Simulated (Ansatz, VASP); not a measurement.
**Two plane-wave programs on Sn3Se2S**

```
CELL_PARAMETERS angstrom
-2.12070 2.12070 8.98490
2.12070 -2.12070 8.98490
2.12070 2.12070 -8.98490
ATOMIC_POSITIONS crystal
Sn 0.83748 0.83748 0.00000
Sn 0.50000 0.50000 0.00000
Sn 0.16252 0.16252 0.00000
Se 0.66680 0.66680 0.00000
Se 0.33320 0.33320 0.00000
S 0.00000 0.00000 0.00000
```

Alike in both runs: task single point; functional PBE; k mesh 6 × 6 × 6; occupations gaussian, width 0.1 eV; no spin polarisation.

|  | VASP | Ansatz |
| --- | --- | --- |
| version | VASP 6.6.1 | Ansatz 0.2.0 |
| potentials or method | VASP PAW PBE potentials, release 64 (Sn_d, Se, S), cutoff 520 eV | scalar-relativistic, plane waves, PAW |
| valence electrons in the cell | 60 | 80 |

|  | VASP | Ansatz | Ansatz less VASP |
| --- | --- | --- | --- |
| gap on the k mesh at the Fermi level (eV) | 0.14 | 0.14 | +0.001 |
| least direct gap on the mesh (eV) | 0.14 | 0.14 | +0.001 |
| pressure (GPa) | -0.2 | -0.2 | +0.02 |
| traceless stress, the component that is largest in VASP (GPa) | 0.06 | 0.06 | 0.000 |
| rms of the force components (eV/Å) | 0.007 | 0.007 | -0.0002 |

Atom by atom the forces differ by 0.000 eV/Å (rms over components). VASP's potentials hold 60 valence electrons a cell and Ansatz's 80, so a difference there can come from the potentials and not from the codes.
